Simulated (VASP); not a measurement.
A run of VASP 6.6.1:

File INCAR:

```
SYSTEM = Sn8O15
ALGO = Normal ; EDIFF = 1E-6
ENCUT = 520 ; GGA = PE
ISIF = 2 ; ISMEAR = 0
ISPIN = 2 ; IVDW = 12
LASPH = .TRUE. ; LCHARG = .TRUE.
LELF = .TRUE. ; LORBIT = 11
LREAL = Auto ; LVHAR = .TRUE.
LWAVE = .FALSE. ; MAGMOM = 0 0 0 0 0 0 0 0 0 0 0 0 0 0 0 0 0 0 0 0 0 0 0
NBANDS = 122 ; NELECT = 201.0
NELM = 150 ; PREC = Accurate
SIGMA = 0.05
```

KPOINTS

```
k-points
0
G
  2 2 2
  0 0 0
```

Contents of POSCAR:

```
Sn8O15
1.0
   -4.7373500000     -4.7373500000      0.0000000000
    4.7373500000     -4.7373500000      0.0000000000
    0.0000000000      0.0000000000      6.3728000000
Sn O
8 15
Direct
    0.5057035051      0.5049241665     -0.0011870763
   -0.0050435370      0.5048356148      0.2434634697
    0.5056356402      0.4767591586      0.4998696021
    0.0225327451      0.5750549358      0.7371064524
   -0.0100546719     -0.0335068129      0.0314734497
    0.5078820438     -0.0080659018      0.2519409051
   -0.0096074810      0.0662853705      0.4887904846
    0.4754421776     -0.0066182570      0.7507357833
    0.1944948125      0.5039971714     -0.0034116872
   -0.0287116215      0.2058737480      0.2108031007
    0.8152632801      0.5416896577     -0.0192158863
   -0.0069037542      0.8053412773      0.2935083480
    0.1926909559      0.4573287809      0.4956009917
    0.8190630838      0.4656342681      0.5160001883
    0.0474219764      0.9075574952      0.7416167148
    0.6904424414     -0.0270827572     -0.0099692443
    0.5087504618      0.6842143815      0.2619823312
    0.2998672253     -0.0201593718      0.0187146937
    0.5260419855      0.2997618922      0.2378389405
    0.6926706914      0.0001096605      0.5127935915
    0.4723836111      0.6867676021      0.7366639468
    0.3013397786      0.0268035927      0.4847972634
    0.5015919238      0.2975670997      0.7617337748
```

Potentials or basis: VASP PAW PBE potentials, release 64 (Sn_d, O).

Launch:

```sh
$ cat potpaw_PBE.64/Sn_d/POTCAR potpaw_PBE.64/O/POTCAR > POTCAR
$ mpirun -np 1 vasp_std > vasp.out
```

Hardware: 1 thread of Intel(R) Xeon(R) Platinum 8259CL CPU @ 2.50GHz (Skylake/Cascade Lake), with other jobs on the host.

Task: Estimate the wall time of this run.

Result: Run time: 15 min on 1 thread of Intel(R) Xeon(R) Platinum 8259CL CPU @ 2.50GHz (Skylake/Cascade Lake) (shared host), peak memory 0.65 GiB. Counts: scf iterations 16, k points 8.
